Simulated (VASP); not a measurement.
Set up this calculation in VASP 6.6.1, as the native input.

- Task: single point
- Functional: LDA
- Potentials or basis: VASP PAW LDA potentials, release 64 (Na_pv, H)
- Cutoff: 520 eV
- k mesh: 8 × 8 × 8
- Occupations: gaussian, width 0.01 eV
- Spin: no spin polarisation
- Dipole correction: no
- Further INCAR settings: ALGO = Normal; EDIFF = 1e-06; NBANDS = 11

The structure of NaH lies in POSCAR:

```
NaH
1.0
    0.0000000000      2.3572644512      2.3572644512
    2.3572644512      0.0000000000      2.3572644512
    2.3572644512      2.3572644512      0.0000000000
Na H
1 1
Direct
    0.0000000000      0.0000000000      0.0000000000
    0.5000000000      0.5000000000      0.5000000000
```

One way to write it, as run:

INCAR

```
  PREC = Accurate
  ENCUT = 520
  EDIFF = 1E-6
  ISMEAR = 0
  SIGMA = 0.01
  LREAL = F
  LASPH = T
  NELM = 100
  ALGO = Normal
  ISIF = 2
  LWAVE = F
  LCHARG = F
  NBANDS = 11
```

KPOINTS

```
Automatic mesh
0
Gamma
  8 8 8
```

Potentials or basis: VASP PAW LDA potentials, release 64 (Na_pv, H).

Command:

```sh
$ cat potpaw_LDA.64/Na_pv/POTCAR potpaw_LDA.64/H/POTCAR > POTCAR
$ mpirun -np 1 vasp_std > vasp.out
```

It gave:

| Property | Result |
| --- | --- |
| Pressure | -0.5 GPa |
| Band gap on the k mesh | 3.52 eV, indirect (least direct gap 4.47 eV) |

Wall time 6.5 s on 1 thread of AMD EPYC 9R45 96-Core Processor (Zen 5), with other jobs on the host, peak memory 0.1 GiB.
